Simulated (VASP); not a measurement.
LiH (rocksalt type), 2 atoms in the cell. Symmetry: Fm-3m, No. 225, cubic system. Conventional cell: a = 3.926 Å, b = 3.926 Å, c = 3.926 Å, α = 90.00°, β = 90.00°, γ = 90.00°. Li (site symmetry m-3m) has 6 H at 1.96 Å within 2.6 Å. Within 2.6 Å of H (site symmetry m-3m) lie 6 Li at 1.96 Å.  This cell differs from its parent crystal: volume scaled by 0.9405.

```yaml
Program: VASP 6.6.1
Task: electric field gradients
Functional: PBE
Potentials_or_basis: VASP PAW PBE potentials, release 64 (Li_sv, H)
Cutoff: 520 eV
k_mesh: 14 × 14 × 14
Occupations: fermi-dirac, width 0.08 eV
Spin: no spin polarisation
Dipole_correction: no
Further_INCAR_settings: ALGO = Normal; EDIFF = 1e-08; NBANDS = 9
```

Potentials or basis: VASP PAW PBE potentials, release 64 (Li_sv, H).

The run is started by

```console
$ cat potpaw_PBE.64/Li_sv/POTCAR potpaw_PBE.64/H/POTCAR > POTCAR
$ mpirun -np 1 vasp_std > vasp.out
```

Hardware: 1 thread of Intel(R) Xeon(R) 6975P-C (Granite Rapids) (shared host).

Problem. How long does it take, and how much memory?

Solution. It took 5.5 s on 1 thread of Intel(R) Xeon(R) 6975P-C (Granite Rapids), on a shared host, peak memory 0.13 GiB. Counts: scf iterations 14, k points 104.
